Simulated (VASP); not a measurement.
# SiO2 (Immm) in VASP: further runs, part 2 of 2

VASP 6.6.1. The steps go on from the part before.

### 5 Relaxation of cell and atoms, PBE

Input file INCAR:

```
PREC = Accurate ; ENCUT = 910
EDIFF = 1E-7 ; ISMEAR = 0
SIGMA = 0.1 ; LREAL = False
LASPH = True ; NELM = 120
ALGO = Normal ; ISIF = 3
LWAVE = False ; LCHARG = False
GGA = PE ; IBRION = 2
NSW = 90 ; EDIFFG = -0.04
GGA_COMPAT = False ; NELMIN = 4
```

Input file KPOINTS:

```
Automatic mesh
0
Gamma
  8 8 8
```

Input file POSCAR:

```
SiO2
1.0
   -1.6341883300      1.8695538400      2.8123725900
    1.6341883300     -1.8695538400      2.8123725900
    1.6341883300      1.8695538400     -2.8123725900
Si O
1 2
Direct
    0.0000000000      0.5000000000      0.5000000000
    0.5000000000      0.0000000000      0.5000000000
    0.0000000000      0.0000000000      0.0000000000
```

Potentials or basis: VASP PAW PBE potentials, release 64 (Si, O_h).

Run with:

```sh
$ cat potpaw_PBE.64/Si/POTCAR potpaw_PBE.64/O_h/POTCAR > POTCAR
$ mpirun -np 1 vasp_std > vasp.out
```

OUTCAR:

```text
PREC = Accurate
   ENCUT = 910
   EDIFF = 1E-7
   ISMEAR = 0
   LREAL = False
   LASPH = True
   NELM = 120
   ISIF = 3
   GGA = PE
   IBRION = 2
   NSW = 90
   EDIFFG = -0.04
   NELMIN = 4

 ion  position               nearest neighbor table
   1  0.000  0.500  0.500-   3 1.63   3 1.63
   2  0.500  0.000  0.500-
   3  0.000  0.000  0.000-   1 1.63   1 1.63

  LATTYP: Found a body centered orthorhombic cell.
 ALAT       =     3.2683766600
 B/A-ratio  =     1.1440259398
 C/A-ratio  =     1.7209599031

  Lattice vectors:

 A1 = (  -1.6341883300,   1.8695538400,   2.8123725900)
 A2 = (   1.6341883300,  -1.8695538400,   2.8123725900)
 A3 = (   1.6341883300,   1.8695538400,  -2.8123725900)

Analysis of symmetry for initial positions (statically):
=====================================================================
 Subroutine PRICEL returns:
 Original cell was already a primitive cell.

 Routine SETGRP: Setting up the symmetry group for a
 body centered orthorhombic supercell.

 Subroutine GETGRP returns: Found  8 space group operations
 (whereof  8 operations were pure point group operations)
[... 166 lines left out ...]
  free energy    TOTEN  =       -14.58708799 eV

  energy without entropy =      -14.58220690  energy(sigma->0) =      -14.58464744

------------------------ aborting loop because EDIFF is reached ----------------------------------------

  FORCE on cell =-STRESS in cart. coord.  units (eV):
  Direction    XX          YY          ZZ          XY          YZ          ZX
  --------------------------------------------------------------------------------------
  -------------------------------------------------------------------------------------
  Total        8.5377288      8.1253738     -2.0877819      0.0000000      0.0000000      0.0000000
  in kB      397.9971945    378.7747323    -97.3246349      0.0000000      0.0000000      0.0000000
  external PRESSURE =     226.4824306 kB  Pullay stress =       0.0000000 kB
[... 1190 lines left out ...]
      1     -10.6303      2.00000
      2      -7.1182      2.00000
      3      -0.6267      2.00000
      4       1.9050      2.00000
      5       2.8956      2.00000
      6       7.6660      2.00000
      7       8.7173      2.00000
      8      12.9537      2.00000
      9      17.5801      0.00000
     10      20.5289      0.00000
     11      26.6292      0.00000
     12      28.8157      0.00000

 [... further k-points ...]

[... ionic steps 4 to 13 ...]

--------------------------------------- Ionic step       14  -------------------------------------------

 number of electron      16.0000001 magnetization

------------------------ aborting loop because EDIFF is reached ----------------------------------------
[... 69 lines left out ...]
--------------------------------------- Ionic step       16  -------------------------------------------

 number of electron      16.0000001 magnetization

 Free energy of the ion-electron system (eV)
  ---------------------------------------------------
  ext. energy  EPLUGINS =         0.00000000
  ---------------------------------------------------
  free energy    TOTEN  =       -19.55219341 eV

  energy without entropy =      -19.55219329  energy(sigma->0) =      -19.55219335

 E-fermi :   8.1280     XC(G=0): -11.2863

 val. band max:        7.8231568137   @ k =   0.0000   0.5000   0.0000
 cond. band min:       8.4036916957   @ k =   0.0000   0.0000   0.0000
 fundamental gap:      0.5805348819
 Fermi energy:         8.1279643773
[... 390 lines left out ...]
  FREE ENERGIE OF THE ION-ELECTRON SYSTEM (eV)
  ---------------------------------------------------
  free  energy   TOTEN  =       -19.5521934100 eV

  energy  without entropy=      -19.5521932940  energy(sigma->0) =      -19.55219335

 reached required accuracy - stopping structural energy minimisation
```

OSZICAR:

```text
N       E                     dE             d eps       ncg     rms          rms(c)
DAV:   1     0.111409054077E+03    0.11141E+03   -0.10948E+04  2280   0.193E+03
[... 193 lines left out ...]
DAV:   2    -0.195533204206E+02    0.14483E-01   -0.35015E-02  2708   0.220E+00    0.284E-01
DAV:   3    -0.195524863055E+02    0.83412E-03   -0.47348E-03  2580   0.703E-01    0.113E-01
DAV:   4    -0.195522287957E+02    0.25751E-03   -0.46215E-04  2808   0.221E-01    0.442E-02
DAV:   5    -0.195521921225E+02    0.36673E-04   -0.94464E-05  2752   0.108E-01    0.172E-02
DAV:   6    -0.195521931611E+02   -0.10386E-05   -0.62276E-06  2676   0.256E-02    0.904E-03
DAV:   7    -0.195521933941E+02   -0.23298E-06   -0.91587E-07  2804   0.107E-02    0.193E-03
DAV:   8    -0.195521934100E+02   -0.15889E-07   -0.21283E-07  1964   0.587E-03
  16 F= -.19552193E+02 E0= -.19552193E+02  d E =-.590444E-02
```

Wall time 8.4 min (1 thread of Intel Xeon 6975P-C (Granite Rapids), shared host); peak memory 0.3 GiB.

Results:

```
Free energy                            : -19.5522 eV
Relaxed volume                         : 9.25 Å³/atom
Relaxed cell                           : a = 3.432 Å, b = 3.432 Å, c = 3.432 Å, α = 122.11°, β = 86.91°, γ = 121.49°
Space group after relaxing (to 0.05 Å) : I4/mmm (No. 139)
Energy gained by relaxing              : 1655.0 meV/atom
Ionic steps                            : 16
Pressure after relaxing                : -0.3 GPa
Band gap on the k mesh                 : 0.58 eV, indirect (least direct gap 0.75 eV)
```

Stress tensor (GPa, compression positive):
```
 0.07  0.00  0.00
 0.00 -0.64  0.00
 0.00  0.00 -0.48
```

The path:
```
step  energy change (eV)  largest force (eV/Å)  pressure (GPa)  volume (Å³)
   1              0.0000                0.0000           22.65        34.37
   2             -0.3440                0.0000          -19.45        42.71
   3             -0.5968                0.0000           -6.63        39.09
   4             -0.9584                0.0000           -9.17        37.62
   5             -3.0531                0.0000          -20.10        32.32
   6             29.0030                0.0000          682.56        18.51
   7             -3.4054                0.0000          -21.12        31.63
   8             -4.1529                0.0000           51.52        25.48
   9             -4.5359                0.0000          -12.56        29.18
  10             -4.8516                0.0000            9.14        27.36
  11             -4.8512                0.0000            4.72        27.65
  12             -4.7525                0.0000           13.76        27.29
  13             -4.9042                0.0000            6.65        27.53
  14             -4.9539                0.0000           -6.31        28.27
  15             -4.9592                0.0000           -3.41        28.09
  16             -4.9651                0.0000           -0.35        27.76
```

Final structure:
```
Si O
1.0
    -1.66100    2.49146    1.67722
     1.66100   -2.49146    1.67722
     1.66100    2.49146   -1.67722
Si O
1 2
Cartesian
  0.0000 2.4915 1.6772
  0.0000 2.4915 0.0000
  1.6610 2.4915 1.6772
```

Levels at points of the mesh, in eV from the valence-band top:
```csv
k point,band 5,band 6,band 7,band 8,band 9,band 10,band 11,band 12
"(0.00, 0.00, 0.00)",-3.74,-2.84,-1.88,-1.81,0.58,6.36,8.16,8.33
"(0.50, 0.00, 0.00)",-5.02,-4.04,-3.34,-3.27,4.37,4.60,11.98,12.75
"(0.00, 0.50, 0.00)",-5.74,-4.46,-1.58,0.00,0.75,6.27,9.02,12.06
"(0.50, 0.50, 0.00)",-4.91,-4.14,-3.51,-3.16,4.34,4.55,11.90,13.05
"(0.50, 0.50, 0.50)",-8.75,-1.63,-1.60,-0.61,1.19,6.78,12.28,13.98
```

Caveat: the cutoff is under 1.25 times the usual one of these potentials, so pressure, stress and relaxed cells hold a basis-set (Pulay) error; the volume moved by over 15 % at a fixed basis, so the end points are rough. As with any semilocal functional, this PBE gap is likely too small.

### 6 The runs side by side

```csv
task,potentials or basis,spin,cell,cutoff (eV),second run,gap on the mesh (eV),pressure (GPa),relaxed volume (Å³/atom)
single point,"VASP PAW PBE potentials, release 64 (Si, O)",off,as given,520,-,none,23.1,-
relaxation of cell and atoms,"VASP PAW PBE potentials, release 64 (Si, O)",off,relaxed,600,-,-,-0.1,9.86
single point,"VASP PAW PBE potentials, release 64 (Si, O)","collinear, ferromagnetic start",as given,520,-,none,23.1,-
relaxation of cell and atoms,"VASP PAW PBE potentials, release 64 (Si, O_h)",off,relaxed,910,hard_potentials,0.58,-0.3,9.25
```

Alike in all rows: level PBE; k mesh 8 × 8 × 8; smearing gaussian 0.1 eV.

Caveats: the cutoff is under 1.25 times the usual one of these potentials, so pressure, stress and relaxed cells hold a basis-set (Pulay) error (some runs); the volume moved by over 15 % at a fixed basis, so the end points are rough (some runs).

Absolute energies hang on the potentials; compare differences alone.
